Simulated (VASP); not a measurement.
AlN: single point with PBEsol

AlN:

```
Al N
1.0
     3.09528    0.00000    0.00000
     0.00000    4.37739    0.00000
     0.00000    0.00000    3.09528
Al N
2 2
Direct
  0.00000 0.00000 0.00001
  0.50000 0.50000 0.50001
  0.50000 0.25000 0.00001
  0.00000 0.75000 0.50001
```

```yaml
Program: VASP 6.6.1
Task: single point
Functional: PBEsol
Potentials_or_basis: VASP PAW PBE potentials, release 64 (Al, N)
Cutoff: 600 eV
k_mesh: 8 × 6 × 8
Occupations: gaussian, width 0.02 eV
Spin: no spin polarisation
Dipole_correction: no
Further_INCAR_settings: ALGO = Normal; EDIFF = 1e-06; NBANDS = 16
```

* Pressure: -0.1 GPa
* Band gap on the k mesh: 3.18 eV

Levels at points of the mesh, in eV from the valence-band top:
| k point | band 6 | band 7 | band 8 | band 9 | band 10 | band 11 |
| --- | --- | --- | --- | --- | --- | --- |
| (0.00, 0.00, 0.00) | 0.00 | 0.00 | 0.00 | 3.18 | 4.08 | 8.44 |
| (0.50, 0.00, 0.00) | -2.49 | -0.53 | -0.53 | 7.68 | 7.68 | 9.09 |
| (0.00, 0.50, 0.00) | -0.98 | -0.98 | -0.98 | 5.84 | 5.84 | 10.09 |
| (0.50, 0.50, 0.00) | -0.48 | -0.48 | -0.48 | 7.23 | 7.23 | 9.72 |
| (0.50, 0.00, 0.50) | -1.78 | -1.78 | -1.78 | 3.18 | 3.18 | 8.44 |
| (0.50, 0.50, 0.50) | -3.46 | -2.72 | -2.72 | 5.93 | 5.93 | 11.23 |

Run time: 21 s on 1 thread of AMD EPYC 9R45 96-Core Processor (Zen 5) (shared host), peak memory 0.16 GiB.

Caveat: the PAW data sets were made with another functional, which shifts forces and pressure a little. A k mesh can miss the band edges.
